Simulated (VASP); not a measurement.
Input of a VASP 6.6.1 run:

INCAR

```
SYSTEM = Ga3Se
  PREC = Accurate
  ENCUT = 600
  EDIFF = 1E-6
  ISMEAR = -1
  SIGMA = 0.05
  LREAL = .False.
  LASPH = .True.
  NELM = 80
  ALGO = Normal
  ISIF = 3
  LWAVE = .False.
  LCHARG = .False.
  GGA = B5
  ALDAX = 1.0
  AGGAX = 1.0
  AGGAC = 1.0
  ALDAC = 0.0
  IBRION = 2
  NSW = 60
  EDIFFG = -0.01
```

The input KPOINTS:

```
Automatic mesh
0
Gamma
  6 6 6
  0 0 0
```

Contents of POSCAR:

```
Ga3Se
1.0
    4.4324650000      0.0000000000      0.0000000000
    0.0000000000      4.4324650000      0.0000000000
    0.0000000000      0.0000000000      4.4324650000
Se Ga
1 3
Direct
    0.0000000000      0.0000000000      0.0000000000
    0.5000000000      0.5000000000      0.0000000000
    0.5000000000      0.0000000000      0.5000000000
    0.0000000000      0.5000000000      0.5000000000
```

Potentials or basis: VASP PAW PBE potentials, release 64 (Se, Ga_d).

Command:

```bash
$ cat potpaw_PBE.64/Se/POTCAR potpaw_PBE.64/Ga_d/POTCAR > POTCAR
$ mpirun -np 1 vasp_std > vasp.out
```

(1) Estimate the relaxed cell.

(2) What does it give for the space group after relaxing (to 0.1 Å)?

(3) Predict the band gap on the k mesh.

(4) Estimate the relaxed volume.

## Answers

(1) a = 4.625 Å, b = 4.625 Å, c = 4.625 Å, α = 90.00°, β = 90.00°, γ = 90.00°.

(2) Pm-3m (No. 221).

(3) zero (an odd number of electrons rules out a gap without spin polarisation).

(4) 24.73 Å³/atom.

Caveat: the PAW data sets were made with another functional, which shifts forces and pressure a little.
